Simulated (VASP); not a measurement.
Write the native input for VASP 6.6.1 that does the following.

| Property | Result |
| --- | --- |
| Task | electric field gradients |
| Functional | LDA |
| Potentials or basis | VASP PAW LDA potentials, release 64 (Ag) |
| Cutoff | 520 eV |
| k mesh | 14 × 14 × 4 |
| Occupations | fermi-dirac, width 0.08 eV |
| Spin | no spin polarisation |
| Dipole correction | no |
| Further INCAR settings | ALGO = Normal; EDIFF = 1e-08; NBANDS = 30 |

The structure of Ag lies in POSCAR:

```
Ag
1.0
    2.8861989086      0.0000000000      0.0000000000
   -1.4430994543      2.4995215753      0.0000000000
    0.0000000000      0.0000000000      9.9000000000
Ag
4
Direct
    0.3333333333      0.6666666667      0.2500000000
    0.6666666667      0.3333333333      0.7500000000
    0.0000000000      0.0000000000      0.0000000000
    0.0000000000      0.0000000000      0.5000000000
```

This isn't the form of Ag at room conditions, which is fcc.

This cell differs from its parent crystal: zz strain of -1 %.

The input as run:

INCAR

```
SYSTEM = Ag
PREC = Accurate ; ENCUT = 520
EDIFF = 1E-8 ; ISMEAR = -1
SIGMA = 0.08 ; LREAL = .FALSE.
LASPH = .TRUE. ; NELM = 100
ALGO = Normal ; ISIF = 2
LWAVE = .FALSE. ; LCHARG = .FALSE.
GGA = CA ; LEFG = .TRUE.
NBANDS = 30
```

KPOINTS

```
Automatic mesh
0
G
  14 14 4
  0 0 0
```

Potentials or basis: VASP PAW LDA potentials, release 64 (Ag).

Run with:

```bash
$ cat potpaw_LDA.64/Ag/POTCAR > POTCAR
$ mpirun -np 1 vasp_std > vasp.out
```

Results of the run:

- Pressure: -10.5 GPa
- Band gap on the k mesh: zero (bands 22 and 23 overlap by 5.99 eV)
- Largest electric field gradient by atom: Ag +10.1, +8.7 (each value once) V/Å²

Caveat: the cell differs from its parent crystal (zz strain of -1 %); the cell stands under tension; without QUAD_EFG the Cq values of the log hold for a quadrupole moment of 1 mb, not for the nuclei.

It took 47 s on 1 thread of Intel(R) Xeon(R) 6975P-C (Granite Rapids) (shared host), peak memory 0.24 GiB.
